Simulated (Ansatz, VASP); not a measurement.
CdTe in VASP and in Ansatz

File INCAR:

```
SYSTEM = CdTe
PREC = Accurate
ENCUT = 520
EDIFF = 1E-7
ISMEAR = -1
SIGMA = 0.05
LREAL = .FALSE.
LASPH = .TRUE.
NELM = 60
ALGO = Normal
ISIF = 2
LWAVE = .FALSE.
LCHARG = .TRUE.
GGA = PS
LELF = .TRUE.
LVHAR = .TRUE.
NBANDS = 16
```

File KPOINTS:

```
regular mesh
0
G
  13 13 13
  0 0 0
```

Contents of POSCAR:

```
CdTe
1.0
    0.0000000000      2.6882017418      2.6882017418
    2.6882017418      0.0000000000      2.6882017418
    2.6882017418      2.6882017418      0.0000000000
Cd Te
1 1
Direct
    0.0000000000      0.0000000000      0.0000000000
    0.5000000000      0.5000000000      0.5000000000
```

Input for Ansatz:

```yaml
crystal:
  lattice:
    - [0.0, 2.6882017418, 2.6882017418]
    - [2.6882017418, 0.0, 2.6882017418]
    - [2.6882017418, 2.6882017418, 0.0]
  atoms:
    - { symbol: Cd, position: [0.0, 0.0, 0.0] }
    - { symbol: Te, position: [0.5, 0.5, 0.5] }
kpoints:
  mp_grid: { grid: [13, 13, 13] }
scf:
  occupations: { method: fermi_dirac, width: 0.05 }
hamiltonian:
  xc: pbesol
  pseudopotentials: { kind: all_electron, lapw: { basis_error: 0.001 } }
output:
  forces: true
  stress: true
  eigenvalues: true
  populations: true
```

Change from the starting cell: volume scaled by 0.72, LAPW.

Alike in both runs: task single point; functional PBEsol; k mesh 13 × 13 × 13; occupations fermi-dirac, width 0.05 eV; no spin polarisation.

```csv
,VASP,Ansatz
version,VASP 6.6.1,Ansatz 0.2.0
potentials or method,"VASP PAW PBE potentials, release 64 (Cd, Te), cutoff 520 eV","all-electron LAPW, scalar-relativistic"
```

```csv
,VASP,Ansatz,Ansatz less VASP
pressure (GPa),42.4,41.3,-1.08
```

VASP's potentials were made for PBE, not for PBEsol. Both programs put the cell under a high pressure, so it lies far from rest at this level. Ansatz ran all-electron here, and VASP with PAW potentials.

Spin-orbit coupling is off throughout.
